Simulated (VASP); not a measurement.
# C19O: single point with PBE

C19O, a slab with vacuum:

```
C O
1.0
     7.39800    0.00000    0.00000
    -3.69900    6.40686    0.00000
     0.00000    0.00000   11.00000
C O
19 1
Direct
  0.99806 0.99590 0.07055
  0.22127 0.10749 0.07056
  0.99923 0.32954 0.07055
  0.22010 0.43997 0.07055
  0.99837 0.66169 0.07054
  0.22096 0.77299 0.07055
  0.33258 0.99621 0.07053
  0.55348 0.10666 0.07049
  0.33172 0.32838 0.07056
  0.55432 0.43967 0.07053
  0.33141 0.66256 0.07055
  0.55462 0.77417 0.07054
  0.66507 0.99506 0.07053
  0.88764 0.10635 0.07055
  0.66477 0.32924 0.07049
  0.88794 0.44082 0.07052
  0.66592 0.66288 0.07055
  0.88679 0.77331 0.07054
  0.55836 0.17042 0.41410
  0.40060 0.10081 0.46079
```

* Program: VASP 6.6.1
* Task: single point
* Functional: PBE
* Potentials or basis: VASP PAW PBE potentials, release 64 (C, O)
* Cutoff: 520 eV
* k mesh: 2 × 2 × 1
* Occupations: fermi-dirac, width 0.05 eV
* Spin: no spin polarisation

```yaml
Largest_force: 0.878 eV/Å
Band_gap_on_the_k_mesh: 0.11 eV
```

Forces on the atoms (eV/Å):
```
C    0.002 -0.002  0.002
C   -0.002  0.003 -0.005
C    0.007  0.001 -0.002
C    0.002  0.002  0.005
C    0.001  0.001  0.003
C   -0.003 -0.001 -0.002
C    0.002  0.000 -0.002
C   -0.002  0.009  0.007
C   -0.004 -0.001  0.002
C   -0.007  0.001 -0.007
C    0.003 -0.007 -0.004
C   -0.001 -0.007 -0.002
C   -0.001  0.000 -0.001
C   -0.001  0.005  0.001
C    0.001 -0.003 -0.001
C    0.006 -0.001  0.001
C   -0.003 -0.001  0.001
C    0.000  0.005  0.004
C    0.703  0.342 -0.398
O   -0.702 -0.344  0.398
```

Levels at points of the mesh, in eV from the valence-band top:
```csv
k point,band 39,band 40,band 41,band 42,band 43,band 44
"(0.00, 0.00, 0.00)",-2.99,0.00,0.00,0.11,0.11,2.21
"(0.50, 0.00, 0.00)",-2.59,-2.58,-2.30,1.73,2.21,2.22
"(0.00, 0.50, 0.00)",-2.59,-2.58,-2.30,1.73,2.17,2.22
"(0.50, 0.50, 0.00)",-2.59,-2.58,-2.30,1.73,2.18,2.21
```

Run time: 4.2 min on 1 thread of Intel(R) Xeon(R) Platinum 8259CL CPU @ 2.50GHz (Skylake/Cascade Lake), with other jobs on the host, peak memory 0.58 GiB.

Caveat: the k points lie up to 0.49 Å⁻¹ apart.
